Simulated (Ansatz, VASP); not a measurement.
**Two plane-wave programs on K**

INCAR

```
ALGO = Normal
EDIFF = 1E-7
ENCUT = 520
GGA = RP
ISIF = 2
ISMEAR = -1
LASPH = True
LCHARG = True
LELF = True
LREAL = False
LVHAR = True
LWAVE = False
NBANDS = 16
NELM = 60
PREC = Accurate
SIGMA = 0.1
```

Contents of KPOINTS:

```
k-points
0
Gamma
  6 6 6
```

Contents of POSCAR:

```
K
1.0
    0.0000000000      4.9839760885      4.9839760885
    4.9839760885      0.0000000000      4.9839760885
    4.9839760885      4.9839760885      0.0000000000
K
2
Direct
    0.1250000000      0.1250000000      0.1250000000
    0.8750000000      0.8750000000      0.8750000000
```

Input for Ansatz:

```yaml
crystal:
  lattice:
    - [0.0, 4.9839760885, 4.9839760885]
    - [4.9839760885, 0.0, 4.9839760885]
    - [4.9839760885, 4.9839760885, 0.0]
  atoms:
    - { symbol: K, position: [0.125, 0.125, 0.125] }
    - { symbol: K, position: [0.875, 0.875, 0.875] }
hamiltonian:
  xc: rpbe
  pseudopotentials:
    kind: paw
    azcp:
      K: "pseudopotentials/K.paw.azcp"
basis:
  ecutwfc: 420
  fft_grid_basis: typed
kpoints:
  mp_grid: { grid: [6, 6, 6], shift: [0, 0, 0] }
magnetization:
  spin_polarized: false
scf:
  occupations: { method: fermi_dirac, width: 0.1 }
  lower_state_search: "off"
output:
  stress: true
```

Alike in both runs: task single point; functional RPBE; k mesh 6 × 6 × 6; occupations fermi-dirac, width 0.1 eV; no spin polarisation.

```csv
,VASP,Ansatz
version,VASP 6.6.1,Ansatz 0.2.0
potentials or method,"VASP PAW PBE potentials, release 64 (K_sv), cutoff 520 eV","plane waves (420 eV) with PAW, scalar-relativistic"
valence electrons in the cell,18,18
```

```csv
,VASP,Ansatz,Ansatz less VASP
pressure (GPa),0.0,0.0,+0.01
```

VASP's potentials were made for PBE, not for RPBE. The functional is the same, so the differences come from potentials, cutoffs and numerics.
